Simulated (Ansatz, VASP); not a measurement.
## CaSe in VASP and in Ansatz

```
Ca Se
1.0
    11.50000    0.00000    0.00000
     0.00000   11.80000    0.00000
     0.00000    0.00000    9.10000
Ca Se
2 2
Direct
  0.37465 0.37012 0.49727
  0.63210 0.63066 0.50352
  0.62600 0.37127 0.49890
  0.36982 0.62664 0.50273
```

Alike in both runs: task relaxation of the atoms; functional PBE; k mesh 1 × 1 × 1; occupations gaussian, width 0.05 eV; no spin polarisation.

|  | VASP | Ansatz |
| --- | --- | --- |
| version | VASP 6.6.1 | Ansatz 0.2.0 |
| potentials or method | VASP PAW PBE potentials, release 64 (Ca_sv, Se), cutoff 520 eV | scalar-relativistic, plane waves, PAW |
| valence electrons in the cell | 32 | 52 |

```tsv
	VASP	Ansatz	Ansatz less VASP
gap on the k mesh at the Fermi level, each at its own relaxed structure (eV)	2.09	2.10	+0.010
```

VASP's potentials hold 32 valence electrons a cell and Ansatz's 52, so a difference there can come from the potentials and not from the codes. Ansatz's warnings: xc potential rough in thin density.
